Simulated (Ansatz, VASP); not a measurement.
## One calculation of Au, two programs

File INCAR:

```
ALGO = Fast ; EDIFF = 1E-6
ENCUT = 520 ; GGA = PE
ISIF = 2 ; ISMEAR = 0
LASPH = T ; LCHARG = T
LELF = T ; LREAL = F
LVHAR = T ; LWAVE = F
NBANDS = 12 ; NELM = 80
PREC = Accurate ; SIGMA = 0.15
```

The input KPOINTS:

```
k-points
0
Gamma
  20 20 20
```

File POSCAR:

```
Au
1.0
    0.0000000000      2.0761825000      2.1068650000
    2.0761825000      0.0000000000      2.1068650000
    2.0761825000      2.0761825000      0.0000000000
Au
1
Direct
    0.0000000000      0.0000000000      0.0000000000
```

Input for Ansatz:

```yaml
crystal:
  lattice:
    - [0.0, 2.0761825, 2.106865]
    - [2.0761825, 0.0, 2.106865]
    - [2.0761825, 2.0761825, 0.0]
  atoms:
    - { symbol: Au, position: [0.0, 0.0, 0.0] }
basis:
  ecutwfc: 420
kpoints:
  mp_grid: { grid: [20, 20, 20] }
hamiltonian:
  xc: pbe
scf:
  occupations: { method: gaussian, width: 0.15 }
output:
  forces: true
  stress: true
  eigenvalues: true
```

Change from the starting cell: strain +0.015 along x and y, +0.030 along z, atoms carried along.

Alike in both runs: task single point; functional PBE; k mesh 20 × 20 × 20; occupations gaussian, width 0.15 eV; no spin polarisation.

|  | VASP | Ansatz |
| --- | --- | --- |
| version | VASP 6.6.1 | Ansatz 0.2.0 |
| potentials or method | VASP PAW PBE potentials, release 64 (Au), cutoff 520 eV | scalar-relativistic, plane waves, PAW |
| valence electrons in the cell | 11 | 19 |

VASP gave:

| Item | Value |
| --- | --- |
| gap on the k mesh at the Fermi level (eV) | none |
| pressure (GPa) | -1.6 |
| traceless stress, the component that is largest in VASP (GPa) | -0.25 |

Estimate Ansatz's values.

gap on the k mesh at the Fermi level (eV): none; pressure (GPa): -1.4; traceless stress, the component that is largest in VASP (GPa): -0.25.

A gap of «none» marks a metal or a gap that the smearing closes. VASP's potentials hold 11 valence electrons a cell and Ansatz's 19, so a difference there can come from the potentials and not from the codes.

Spin-orbit coupling is off throughout.
